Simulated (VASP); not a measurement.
# CdF2 (Fm-3m) in VASP: a series of runs

Aim: see how the results for CdF2 move with the level of theory and the settings. Levels: RPBE+D3(BJ), PBE. Tasks: single point.

Everything below comes from runs of VASP 6.6.1. Logs are shortened: lines on timing, memory, paths and dates and some standing lists are left out, and cuts for length are marked.

**1. The cell of the first run**

Symmetry: Fm-3m, No. 225, cubic system. Conventional cell: a = 5.398 Å, b = 5.398 Å, c = 5.398 Å, α = 90.00°, β = 90.00°, γ = 90.00°. Within 3.1 Å of Cd (site symmetry m-3m) lie 8 F at 2.34 Å. Within 3.1 Å of F (site symmetry -43m) lie 4 Cd at 2.34 Å and 6 F at 2.70 Å.

**2. Single point, RPBE+D3(BJ)**

File INCAR:

```
SYSTEM = CdF2
PREC = Accurate
ENCUT = 520
EDIFF = 1E-6
ISMEAR = -1
SIGMA = 0.05
LREAL = .FALSE.
LASPH = .TRUE.
NELM = 80
ALGO = Normal
ISIF = 2
LWAVE = .FALSE.
LCHARG = .TRUE.
GGA = RP
IVDW = 12
LELF = .TRUE.
LVHAR = .TRUE.
NBANDS = 20
```

File KPOINTS:

```
Automatic mesh
0
G
  9 9 9
  0 0 0
```

File POSCAR:

```
CdF2
1.0
    0.0000000000      2.6990136521      2.6990136521
    2.6990136521      0.0000000000      2.6990136521
    2.6990136521      2.6990136521      0.0000000000
Cd F
1 2
Direct
    0.0000000000      0.0000000000      0.0000000000
    0.7500000000      0.7500000000      0.7500000000
    0.2500000000      0.2500000000      0.2500000000
```

Potentials or basis: VASP PAW PBE potentials, release 64 (Cd, F).

Run with:

```console
> cat potpaw_PBE.64/Cd/POTCAR potpaw_PBE.64/F/POTCAR > POTCAR
> mpirun -np 1 vasp_std > vasp.out
```

OUTCAR:

```text
SYSTEM = CdF2
   PREC = Accurate
   ENCUT = 520
   EDIFF = 1E-6
   ISMEAR = -1
   LREAL = .FALSE.
   LASPH = .TRUE.
   NELM = 80
   ISIF = 2
   GGA = RP
   IVDW = 12
 IVDW          = 12

 ion  position               nearest neighbor table
   1  0.000  0.000  0.000-   2 2.34   2 2.34   2 2.34   2 2.34   3 2.34   3 2.34   3 2.34   3 2.34

   2  0.750  0.750  0.750-   1 2.34   1 2.34   1 2.34   1 2.34
   3  0.250  0.250  0.250-   1 2.34   1 2.34   1 2.34   1 2.34

  LATTYP: Found a face centered cubic cell.
 ALAT       =     5.3980273042

  Lattice vectors:

 A1 = (   0.0000000000,   2.6990136521,   2.6990136521)
 A2 = (   2.6990136521,   0.0000000000,   2.6990136521)
 A3 = (   2.6990136521,   2.6990136521,   0.0000000000)

Analysis of symmetry for initial positions (statically):
=====================================================================
 Subroutine PRICEL returns:
 Original cell was already a primitive cell.

 Routine SETGRP: Setting up the symmetry group for a
 face centered cubic supercell.

 Subroutine GETGRP returns: Found 48 space group operations
 (whereof 48 operations were pure point group operations)
 out of a pool of 48 trial point group operations.

The static configuration has the point symmetry O_h .

Analysis of symmetry for dynamics (positions and initial velocities):
=====================================================================
 Subroutine PRICEL returns:
 Original cell was already a primitive cell.

 Routine SETGRP: Setting up the symmetry group for a
 face centered cubic supercell.

 Subroutine GETGRP returns: Found 48 space group operations
 (whereof 48 operations were pure point group operations)
 out of a pool of 48 trial point group operations.

The dynamic configuration has the point symmetry O_h .

 Subroutine INISYM returns: Found 48 space group operations
 (whereof 48 operations are pure point group operations),
 and found     1 'primitive' translations

----------------------------------------------------------------------------------------

                                     Primitive cell

  volume of cell :      39.3229

  direct lattice vectors                    reciprocal lattice vectors
     0.000000000  2.699013652  2.699013652    -0.185252861  0.185252861  0.185252861
     2.699013652  0.000000000  2.699013652     0.185252861 -0.185252861  0.185252861
     2.699013652  2.699013652  0.000000000     0.185252861  0.185252861 -0.185252861

  length of vectors
     3.816981712  3.816981712  3.816981712     0.320867367  0.320867367  0.320867367

  position of ions in fractional coordinates (direct lattice)
     0.000000000  0.000000000  0.000000000
     0.750000000  0.750000000  0.750000000
     0.250000000  0.250000000  0.250000000

  ion indices of the primitive-cell ions
   primitive index   ion index
                 1           1
                 2           2
                 3           3

----------------------------------------------------------------------------------------

 KPOINTS: Automatic mesh

Automatic generation of k-mesh.
 Grid dimensions read from file:
 generate k-points for:    9    9    9

 Generating k-lattice:

  Cartesian coordinates                     Fractional coordinates (reciprocal lattice)
    -0.020583651  0.020583651  0.020583651     0.111111111  0.000000000  0.000000000
     0.020583651 -0.020583651  0.020583651     0.000000000  0.111111111  0.000000000
     0.020583651  0.020583651 -0.020583651     0.000000000  0.000000000  0.111111111

  Length of vectors
     0.035651930  0.035651930  0.035651930

  Shift w.r.t. Gamma in fractional coordinates (k-lattice)
     0.000000000  0.000000000  0.000000000

 Subroutine IBZKPT returns following result:
 ===========================================

 Found     35 irreducible k-points:

 Following reciprocal coordinates:
            Coordinates               Weight
  0.000000  0.000000  0.000000      1.000000
  0.111111  0.000000  0.000000      8.000000
  0.222222  0.000000  0.000000      8.000000
  0.333333  0.000000  0.000000      8.000000
  0.444444  0.000000  0.000000      8.000000
  0.111111  0.111111  0.000000      6.000000
[... 16 lines left out ...]
 -0.333333  0.333333  0.000000     12.000000
  0.444444  0.444444  0.000000      6.000000
 [... further k-points ...]
   k-points           NKPTS =     35   k-points in BZ     NKDIM =     35   number of bands    NBANDS=     20
   number of dos      NEDOS =    301   number of ions     NIONS =      3
   total plane-waves  NPLWV =  21952
   dimension x,y,z NGX =    28 NGY =   28 NGZ =   28
   dimension x,y,z NGXF=    56 NGYF=   56 NGZF=   56
   ions per type =               1   2
   NGX,Y,Z   is equivalent  to a cutoff of  12.20, 12.20, 12.20 a.u.
   NGXF,Y,Z  is equivalent  to a cutoff of  24.39, 24.39, 24.39 a.u.
 SYSTEM =  CdF2
   PREC   = accura    normal or accurate (medium, high low for compatibility)
   ISTART =      0    job   : 0-new  1-cont  2-samecut
   ICHARG =      2    charge: 1-file 2-atom 10-const
   ISPIN  =      1    spin polarized calculation?
   LNONCOLLINEAR =      F non collinear calculations
   LSORBIT =      F    spin-orbit coupling
   LASPH  =      T    aspherical Exc in radial PAW
   ENCUT  =  520.0 eV  38.22 Ry    6.18 a.u.   7.10  7.10  7.10*2*pi/ulx,y,z
   NELM   =     80;   NELMIN=  2; NELMDL= -5     # of ELM steps
   EDIFF  = 0.1E-05   stopping-criterion for ELM
   LREAL  =      F    real-space projection
   EDIFFG = 0.1E-04   stopping-criterion for IOM
   NSW    =      0    number of steps for IOM
   IBRION =     -1    ionic relax: 0-MD 1-quasi-New 2-CG
   NFREE  =      0    steps in history (QN), initial steepest desc. (CG)
   ISIF   =      2    stress and relaxation
   ISYM   =      2    0-nonsym 1-usesym 2-fastsym
   POTIM  = 0.5000    time-step for ionic-motion
   TEBEG  =    0.0;   TEEND  =   0.0 temperature during run
   PSTRESS=    0.0 pullay stress
   NELECT =      26.0000    total number of electrons
   NUPDOWN=      -1.0000    fix difference up-down
   EMIN   =  10.00;   EMAX   =-10.00  energy-range for DOS
   EFERMI =   0.00;   METHOD = LEGACY
   ISMEAR =    -1;   SIGMA  =   0.05  broadening in eV -4-tet -1-fermi 0-gaus
   EFERMI_NEDOS =   21; number of points for ismear=-14 and -15
   IALGO  =     38    algorithm
   IMIX   =      4    mixing-type and parameters
     AMIX     =   0.40;   BMIX     =  1.00
     AMIX_MAG =   1.60;   BMIX_MAG =  1.00
  volume/ion in A,a.u.               =      13.11        88.45
  Fermi-wavevector in a.u.,A,eV,Ry     =   1.426212  2.695151 27.675362  2.034082
  Thomas-Fermi vector in A             =   2.546514
   LORBIT       =      0    0 simple, 1 ext, 2 COOP (PROOUT), +10 PAW based schemes
   GGA     = RP    functional components
   LHFCALC =     F    Hartree Fock is set to
   AEXX    =    0.0000 exact exchange contribution
   IVDW    =    12    specifies the selected vdW correction
   LEPSILON=     F    determine dielectric tensor
   LRPA    =     F    only Hartree local field effects (RPA)
 non-spin polarized calculation
  energy-cutoff  :      520.00
  volume of cell :       39.32
 maximum number of plane-waves:      1070
   NGX = 15   NGY = 15   NGZ = 15

 number of electron      25.9999986 magnetization

 Free energy of the ion-electron system (eV)
  ---------------------------------------------------
  ext. energy  EPLUGINS =         0.00000000
  ---------------------------------------------------
  free energy    TOTEN  =        -9.90967307 eV

  energy without entropy =       -9.90967307  energy(sigma->0) =       -9.90967307

 E-fermi :   0.0005     XC(G=0): -10.0062

 val. band max:       -1.1886363886   @ k =  -0.3333   0.4444   0.2222
 cond. band min:       2.0885384164   @ k =   0.0000   0.0000   0.0000
 fundamental gap:      3.2771748050
 Fermi energy:         0.0004859666

 k-point     1 :       0.0000    0.0000    0.0000
  band No.  band energies     occupation
      1     -22.0287      2.00000
      2     -20.9641      2.00000
      3      -6.7660      2.00000
      4      -6.7660      2.00000
      5      -6.7660      2.00000
      6      -5.6181      2.00000
[... 12 lines left out ...]
     19      18.9028      0.00000
     20      18.9028      0.00000

 k-point     2 :       0.1111    0.0000    0.0000
  band No.  band energies     occupation
      1     -21.9906      2.00000
      2     -20.9974      2.00000
      3      -6.7204      2.00000
      4      -6.7204      2.00000
      5      -6.6379      2.00000
      6      -5.6315      2.00000
[... 12 lines left out ...]
     19      18.5846      0.00000
     20      18.5846      0.00000

 k-point     3 :       0.2222    0.0000    0.0000
  band No.  band energies     occupation
      1     -21.8857      2.00000
      2     -21.0914      2.00000
      3      -6.6087      2.00000
      4      -6.6087      2.00000
      5      -6.2863      2.00000
      6      -5.6482      2.00000
[... 12 lines left out ...]
     19      18.0043      0.00000
     20      18.6832      0.00000

 k-point     4 :       0.3333    0.0000    0.0000
  band No.  band energies     occupation
      1     -21.7351      2.00000
      2     -21.2267      2.00000
      3      -6.4988      2.00000
      4      -6.4988      2.00000
      5      -5.8124      2.00000
      6      -5.6206      2.00000
[... 12 lines left out ...]
     19      17.5365      0.00000
     20      18.4346      0.00000

 k-point     5 :       0.4444    0.0000    0.0000
  band No.  band energies     occupation
      1     -21.5683      2.00000
      2     -21.3821      2.00000
      3      -6.4453      2.00000
      4      -6.4453      2.00000
      5      -5.5606      2.00000
      6      -5.5606      2.00000
[... 12 lines left out ...]
     19      17.2899      0.00000
     20      17.9463      0.00000
[... 353 lines left out ...]
      6      -5.5319      2.00000
[... 12 lines left out ...]
     19      19.1800      0.00000
     20      19.9742      0.00000

 k-point    22 :      -0.4444    0.3333    0.0000
  band No.  band energies     occupation
      1     -21.5335      2.00000
      2     -21.3784      2.00000
      3      -6.3408      2.00000
      4      -6.0027      2.00000
      5      -5.7817      2.00000
      6      -5.6103      2.00000
[... 12 lines left out ...]
     19      19.6761      0.00000
     20      19.8072      0.00000

 k-point    23 :      -0.3333    0.3333    0.0000
  band No.  band energies     occupation
      1     -21.4684      2.00000
      2     -21.4496      2.00000
      3      -6.3012      2.00000
      4      -6.0545      2.00000
      5      -5.7271      2.00000
      6      -5.6102      2.00000
[... 12 lines left out ...]
     19      18.5294      0.00000
     20      20.7563      0.00000

 k-point    24 :       0.4444    0.4444    0.0000
  band No.  band energies     occupation
      1     -21.5934      2.00000
      2     -21.3133      2.00000
      3      -6.4819      2.00000
      4      -5.9029      2.00000
      5      -5.9029      2.00000
      6      -5.5113      2.00000
[... 12 lines left out ...]
     19      18.5206      0.00000
     20      20.3627      0.00000

 [... further k-points ...]

------------------------ aborting loop because EDIFF is reached ----------------------------------------

 Edisp (eV)   -1.70086

 E8    (eV) :    -0.9175

  FORCE on cell =-STRESS in cart. coord.  units (eV):
  Direction    XX          YY          ZZ          XY          YZ          ZX
  --------------------------------------------------------------------------------------
  -------------------------------------------------------------------------------------
  Total       0.18290     0.18290     0.18290     0.00000    -0.00000     0.00000
  in kB       7.45210     7.45210     7.45210     0.00000    -0.00000     0.00000
  external pressure =        7.45 kB  Pullay stress =        0.00 kB

 VOLUME and BASIS-vectors are now :
 -----------------------------------------------------------------------------
  energy-cutoff  :      520.00
  volume of cell :       39.32
      direct lattice vectors                 reciprocal lattice vectors
     0.000000000  2.699013652  2.699013652    -0.185252861  0.185252861  0.185252861
     2.699013652  0.000000000  2.699013652     0.185252861 -0.185252861  0.185252861
     2.699013652  2.699013652  0.000000000     0.185252861  0.185252861 -0.185252861

 POSITION                                       TOTAL-FORCE (eV/Angst)
 -----------------------------------------------------------------------------------
      0.00000      0.00000      0.00000        -0.000000      0.000000     -0.000000
      4.04852      4.04852      4.04852         0.000000      0.000000      0.000000
      1.34951      1.34951      1.34951        -0.000000     -0.000000     -0.000000
 -----------------------------------------------------------------------------------
    total drift:                                0.000000      0.000000      0.000000

  FREE ENERGIE OF THE ION-ELECTRON SYSTEM (eV)
  ---------------------------------------------------
  free  energy   TOTEN  =       -11.6105304325 eV

  energy  without entropy=      -11.6105304325  energy(sigma->0) =      -11.61053043
```

Run time: 17 s. Hardware: 1 thread of Intel Xeon 6975P-C (Granite Rapids), shared host; peak memory 0.18 GiB.

What came out:

- Free energy: -11.6105 eV
- Pressure: 0.7 GPa
- Band gap on the k mesh: 3.28 eV (least direct gap 3.77 eV)
- Dispersion energy per atom: -0.567 eV

Levels at points of the mesh, in eV from the valence-band top:
```csv
k point,band 9,band 10,band 11,band 12,band 13,band 14,band 15,band 16,band 17,band 18
"(0.00, 0.00, 0.00)",-0.91,-0.91,-0.49,-0.49,-0.49,3.28,12.93,12.93,12.93,18.05
```

Caveat: the PAW data sets were made with another functional, which shifts forces and pressure a little; an odd mesh through Γ misses points on the zone boundary, where band edges can lie.

**3. Single point, PBE**

This run uses another cell than the first one, of 13.03 Å³/atom.

File INCAR:

```
SYSTEM = CdF2
ALGO = Normal ; EDIFF = 1E-7
ENCUT = 520 ; GGA = PE
ISIF = 2 ; ISMEAR = 0
LASPH = .True. ; LCHARG = .False.
LREAL = .False. ; LWAVE = .False.
NBANDS = 20 ; NELM = 60
PREC = Accurate ; SIGMA = 0.028999999999999998
```

File KPOINTS:

```
k-points
0
Gamma
  9 9 9
  0 0 0
```

File POSCAR:

```
CdF2
1.0
    0.0000000000      2.6940000000      2.6940000000
    2.6940000000      0.0000000000      2.6940000000
    2.6940000000      2.6940000000      0.0000000000
Cd F
1 2
Direct
    0.0000000000      0.0000000000      0.0000000000
    0.7500000000      0.7500000000      0.7500000000
    0.2500000000      0.2500000000      0.2500000000
```

Potentials or basis: VASP PAW PBE potentials, release 64 (Cd, F).

Run with:

```console
> cat potpaw_PBE.64/Cd/POTCAR potpaw_PBE.64/F/POTCAR > POTCAR
> mpirun -np 1 vasp_std > vasp.out
```

Wall time 16 s (1 thread of Intel Xeon 6975P-C (Granite Rapids), shared host); peak memory 0.16 GiB.

The run converged. Its results:

- Free energy: -10.8593 eV
- Pressure: 6.2 GPa
- Band gap on the k mesh: 3.10 eV (least direct gap 3.57 eV)

Levels at points of the mesh, in eV from the valence-band top:
| k point | band 11 | band 12 | band 13 | band 14 | band 15 | band 16 |
| --- | --- | --- | --- | --- | --- | --- |
| (0.00, 0.00, 0.00) | -0.47 | -0.47 | -0.47 | 3.10 | 12.73 | 12.73 |

Caveat: the cell stands under pressure; an odd mesh through Γ misses points on the zone boundary, where band edges can lie.
